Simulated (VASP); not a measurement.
A run of VASP 6.6.1 is set up as follows.

The input INCAR:

```
ALGO     = Normal         # electronic algorithm
EDIFF    = 1E-8           # SCF threshold, eV
ENCUT    = 520            # plane-wave cutoff, eV
GGA      = CA             # functional
ISIF     = 2              # what is computed and relaxed
ISMEAR   = -1             # smearing method
LASPH    = True           # aspherical terms in the spheres
LCHARG   = False          # write CHGCAR
LEFG     = True         
LREAL    = False          # projectors in reciprocal space
LWAVE    = False          # write WAVECAR
NBANDS   = 15             # bands
NELM     = 80             # most SCF steps
PREC     = Accurate       # precision mode
SIGMA    = 0.02           # smearing width, eV
```

Contents of KPOINTS:

```
k-points
0
Gamma
  9 9 9
```

POSCAR

```
KF
1.0
    3.2589550000      0.0000000000      0.0000000000
    0.0000000000      3.2589550000      0.0000000000
    0.0000000000      0.0000000000      3.2589550000
K F
1 1
Direct
    0.0141726412      0.0141726412      0.0141726412
    0.5000000000      0.5000000000      0.5000000000
```

Potentials or basis: VASP PAW LDA potentials, release 64 (K_sv, F).

Launch:

```sh
$ cat potpaw_LDA.64/K_sv/POTCAR potpaw_LDA.64/F/POTCAR > POTCAR
$ mpirun -np 1 vasp_std > vasp.out
```

Problem. Estimate the largest force.

Solution. 0.030 eV/Å.

Problem. Predict the pressure.

Solution. -5.6 GPa.

Forces in eV/Å, atoms in the order of the input:
```
K   -0.017 -0.017 -0.017
F    0.017  0.017  0.017
```

Caveat: the cell differs from its parent crystal (atom 1 (K) moved by [0.046188, 0.046188, 0.046188] A); without QUAD_EFG the Cq values of the log hold for a quadrupole moment of 1 mb, not for the nuclei.
